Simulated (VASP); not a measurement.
Set up this calculation in VASP 6.6.1, as the native input.

* Task: single point
* Functional: revPBE
* Dispersion: D3(BJ)
* Potentials or basis: VASP PAW PBE potentials, release 64 (Sn_d)
* Cutoff: 520 eV
* k mesh: 9 × 9 × 9
* Occupations: fermi-dirac, width 0.05 eV
* Spin: no spin polarisation
* Dipole correction: no
* Further INCAR settings: ALGO = Fast; EDIFF = 1e-06; NBANDS = 21

The structure of Sn lies in POSCAR:

```
Sn
1.0
   -2.9163808810      2.9163808810      1.5755082728
    2.9163808810     -2.9163808810      1.5755082728
    2.9163808810      2.9163808810     -1.5755082728
Sn
2
Direct
    0.0000000000      0.0000000000      0.0000000000
    0.7500000000      0.2500000000      0.5000000000
```

One way to write it, as run:

INCAR

```
SYSTEM = Sn
ALGO = Fast ; EDIFF = 1E-6
ENCUT = 520 ; GGA = RE
ISIF = 2 ; ISMEAR = -1
IVDW = 12 ; LASPH = .TRUE.
LCHARG = .TRUE. ; LELF = .TRUE.
LREAL = .FALSE. ; LVHAR = .TRUE.
LWAVE = .FALSE. ; NBANDS = 21
NELM = 80 ; PREC = Accurate
SIGMA = 0.05
```

KPOINTS

```
k-points
0
G
  9 9 9
  0 0 0
```

Potentials or basis: VASP PAW PBE potentials, release 64 (Sn_d).

Command:

```bash
$ cat potpaw_PBE.64/Sn_d/POTCAR > POTCAR
$ mpirun -np 1 vasp_std > vasp.out
```

Results of the run:

```
Pressure                   : 0.0 GPa
Band gap on the k mesh     : zero (band 14 reaches 9.44 eV, above the bottom of band 15 at 5.37 eV)
Dispersion energy per atom : -0.729 eV
```

Caveat: the PAW data sets were made with another functional, which shifts forces and pressure a little; spin-orbit coupling is left out, which moves the levels of the heavy elements; pairwise dispersion overbinds metals, which lowers pressure and volume.

It took 39 s on 1 thread of Intel(R) Xeon(R) 6975P-C (Granite Rapids), on a shared host, peak memory 0.24 GiB.
